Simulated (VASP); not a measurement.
B:

```
B
1.0
     0.00000    1.79273    1.79273
     1.79273    0.00000    1.79273
     1.79273    1.79273    0.00000
B
1
Direct
  0.00000 0.00000 0.00000
```

This cell differs from its parent crystal: Tl replaced by B, lengths x 0.748, strained.

Base run:

| Quantity | Value |
| --- | --- |
| Program | VASP 6.6.1 |
| Functional | PBEsol |
| Potentials or basis | VASP PAW PBE potentials, release 64 (B) |
| Cutoff | 500 eV |
| k mesh | 20 × 20 × 20 |
| Occupations | gaussian, width 0.1 eV |
| Spin | no spin polarisation |

Its results: pressure -41.2 GPa.

**Question.** The run is repeated on the same cell with these changes: k mesh from 20 × 20 × 20 to 8 × 8 × 8. What comes out?

**Answer.** Pressure -43.3 GPa.

Caveats: some runs use coarse meshes; the PAW data sets were made with another functional, which shifts forces and pressure a little.
